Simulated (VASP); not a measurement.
Wanted: the native input for a VASP 6.6.1 run.

| Property | Result |
| --- | --- |
| Task | relaxation of cell and atoms |
| Functional | PBEsol |
| Potentials or basis | VASP PAW PBE potentials, release 64 (H, N, F) |
| Cutoff | 600 eV |
| k mesh | 6 × 6 × 6 |
| Occupations | fermi-dirac, width 0.03 eV |
| Spin | no spin polarisation |
| Dipole correction | no |
| Further INCAR settings | ALGO = Normal; EDIFF = 1e-07; IBRION = 2; EDIFFG = -0.01; NSW = 100; ISIF = 3 |

The structure of H4NF lies in POSCAR:

```
H4NF
1.0
   -2.6578243700      2.6578243700      2.1246143300
    2.6578243700     -2.6578243700      2.1246143300
    2.6578243700      2.6578243700     -2.1246143300
H N F
4 1 1
Direct
    0.4101766200      0.9101766200      0.8203532400
    0.0898233800      0.5898233800      0.1796467600
    0.5898233800      0.4101766200      0.5000000000
    0.9101766200      0.0898233800      0.5000000000
    0.5000000000      0.5000000000      0.0000000000
    0.0000000000      0.0000000000      0.0000000000
```

These files were run (other wordings do the same):

INCAR

```
SYSTEM = H4NF
ALGO = Normal
EDIFF = 1E-7
EDIFFG = -0.01
ENCUT = 600
GGA = PS
IBRION = 2
ISIF = 3
ISMEAR = -1
LASPH = .True.
LCHARG = .False.
LREAL = .False.
LWAVE = .False.
NELM = 100
NSW = 100
PREC = Accurate
SIGMA = 0.03
```

KPOINTS

```
k-points
0
Gamma
  6 6 6
  0 0 0
```

Potentials or basis: VASP PAW PBE potentials, release 64 (H, N, F).

Command:

```console
$ cat potpaw_PBE.64/H/POTCAR potpaw_PBE.64/N/POTCAR potpaw_PBE.64/F/POTCAR > POTCAR
$ mpirun -np 1 vasp_std > vasp.out
```

It gave:

```
Relaxed volume                        : 4.68 Å³/atom
Relaxed cell                          : a = 3.359 Å, b = 3.359 Å, c = 3.359 Å, α = 116.30°, β = 116.30°, γ = 96.55°
Space group after relaxing (to 0.1 Å) : I4/mmm (No. 139)
Energy gained by relaxing             : 1073.1 meV/atom
Ionic steps                           : 24
Pressure after relaxing               : 0.0 GPa
Largest force after relaxing          : 0.007 eV/Å
Band gap on the k mesh                : zero (bands 8 and 9 overlap by 0.53 eV)
```

Caveat: the volume moved by over 15 % at a fixed basis, so the end points are rough; the PAW data sets were made with another functional, which shifts forces and pressure a little.

Wall time 9.7 min on 1 thread of Intel Xeon 8259CL, on a shared host, peak memory 0.22 GiB.
